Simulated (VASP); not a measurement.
Wanted: the native input for a VASP 6.6.1 run.

```
Task                   : single point
Functional             : r2SCAN
Potentials or basis    : VASP PAW PBE potentials, release 64 (Pt_sv_GW)
Cutoff                 : 630 eV
k mesh                 : 17 × 17 × 9
Occupations            : fermi-dirac, width 0.05 eV
Spin                   : no spin polarisation
Dipole correction      : no
Further INCAR settings : ALGO = Normal; EDIFF = 1e-06; NBANDS = 25
```

Crystal: Pt.

```xyz
2
Lattice="2.7353 0.0000 0.0000 -1.3677 2.3688 0.0000 0.0000 0.0000 4.7557" Properties=species:S:1:pos:R:3 pbc="T T T"
Pt    0.0000    1.5792    1.1889
Pt    1.3677    0.7896    3.5668
```

This isn't the form of Pt at room conditions, which is fcc.

The input as run:

POSCAR

```
Pt
1.0
    2.7353001931      0.0000000000      0.0000000000
   -1.3676500965      2.3688394542      0.0000000000
    0.0000000000      0.0000000000      4.7557120203
Pt
2
Direct
    0.3333333333      0.6666666667      0.2500000000
    0.6666666667      0.3333333333      0.7500000000
```

INCAR.step1

```
SYSTEM = Pt
PREC = Accurate
ENCUT = 630
ISMEAR = -1
SIGMA = 0.05
LREAL = .False.
LASPH = .True.
NELM = 120
NBANDS = 25
GGA = PE
ALGO = Normal
EDIFF = 1E-5
LWAVE = .True.
LCHARG = .False.
GGA_COMPAT = .False.
```

INCAR.step2

```
SYSTEM = Pt
PREC = Accurate
ENCUT = 630
EDIFF = 1E-6
ISMEAR = -1
SIGMA = 0.05
LREAL = .False.
LASPH = .True.
NELM = 120
ALGO = Normal
ISIF = 2
LWAVE = .False.
LCHARG = .False.
METAGGA = R2SCAN
LMIXTAU = .True.
NBANDS = 25
ISTART = 1
GGA_COMPAT = .False.
```

KPOINTS

```
regular mesh
0
Gamma
  17 17 9
  0 0 0
```

Potentials or basis: VASP PAW PBE potentials, release 64 (Pt_sv_GW).

Launch:

```sh
$ cat potpaw_PBE.64/Pt_sv_GW/POTCAR > POTCAR
$ cp INCAR.step1 INCAR
$ mpirun -np 1 vasp_std > vasp.out
$ cp INCAR.step2 INCAR
$ mpirun -np 1 vasp_std > vasp.out
```

It gave:

```yaml
Pressure: -0.7 GPa
Band_gap_on_the_k_mesh: zero (bands 18 and 19 overlap by 1.36 eV)
```

Caveat: the PAW data sets were made with another functional, which shifts forces and pressure a little; spin-orbit coupling is left out, which moves the levels of the heavy elements.

It took 3.9 min on 1 thread of Intel(R) Xeon(R) Platinum 8559C (Emerald Rapids), on a shared host, peak memory 0.28 GiB.
